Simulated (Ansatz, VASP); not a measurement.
**Sb in VASP and in Ansatz**

The input POSCAR:

```
Sb
1.0
    0.1733647600      2.3885337500      2.4958692300
    2.4173055400      0.0646925500      2.6045414300
    2.3204533900      2.4003538000      0.1615447000
Sb
1
Direct
    0.0000000000      0.0000000000      0.0000000000
```

The input INCAR.step1:

```
PREC = Accurate
ENCUT = 520
EDIFF = 1E-5
ISMEAR = -1
SIGMA = 0.05
LREAL = False
LASPH = True
NELM = 100
ALGO = Normal
ISIF = 2
LWAVE = True
LCHARG = False
GGA = PE
NBANDS = 8
```

File INCAR.step2:

```
PREC = Accurate
ENCUT = 520
EDIFF = 1E-7
ISMEAR = -1
SIGMA = 0.05
LREAL = False
LASPH = True
NELM = 100
ALGO = Normal
ISIF = 2
LWAVE = False
LCHARG = False
GGA = PE
LHFCALC = True
HFSCREEN = 0.2079
PRECFOCK = Normal
ISTART = 1
NBANDS = 8
```

KPOINTS

```
regular mesh
0
Gamma
  5 5 5
```

The input input:

```
crystal:
  lattice:
    - [0.17336476, 2.38853375, 2.49586923]
    - [2.41730554, 0.06469255, 2.60454143]
    - [2.32045339, 2.4003538, 0.1615447]
  atoms:
    - { symbol: Sb, position: [0.0, 0.0, 0.0] }
hamiltonian:
  xc: hse06
  pseudopotentials: { kind: paw }
kpoints:
  mp_grid: { grid: [5, 5, 5] }
  band_path:
    path:
      - [[-0.5, -0.5, -0.5], [0.0, 0.0, 0.0], [0.0, 0.5, 0.0]]
      - [[-0.5, 0.0, -0.5], [0.0, 0.0, 0.0], [0.5, 0.0, 0.0]]
      - [[0.0, -0.5, -0.5], [0.0, 0.0, 0.0], [0.5, 0.5, 0.0]]
      - [[0.0, 0.0, -0.5], [0.0, 0.0, 0.0]]
    npoints: 4
scf:
  occupations: { method: fermi_dirac, width: 0.05 }
  n_extra_bands: 6
output:
  forces: true
  stress: true
  eigenvalues: true
  fatbands: false
```

Change from the starting cell: cell sheared at random, sigma 0.03, atoms nudged by 0.01 Å.

Alike in both runs: functional HSE06; k mesh 5 × 5 × 5; occupations fermi-dirac, width 0.05 eV; no spin polarisation.

|  | VASP | Ansatz |
| --- | --- | --- |
| version | VASP 6.6.1 | Ansatz 0.2.0 |
| potentials or method | VASP PAW PBE potentials, release 64 (Sb) | Ansatz PAW |
| plane-wave cutoff (eV) | 520 | 420 |
| valence electrons in the cell | 5 | 15 |
| task | single point | band structure |

```tsv
	VASP	Ansatz	Ansatz less VASP
gap on the k mesh at the Fermi level (eV)	none	none	-
pressure (GPa)	-0.9	0.2	+1.08
traceless stress, the component that is largest in VASP (GPa)	1.89	1.70	-0.185
```

A gap of «none» marks a metal or a gap that the smearing closes. The functional is the same, so the differences come from potentials, cutoffs and numerics. VASP's potentials hold 5 valence electrons a cell and Ansatz's 15, so a difference there can come from the potentials and not from the codes.

The k mesh is coarse, so the values compare programs but aren't converged. Neither program's run includes spin-orbit coupling.
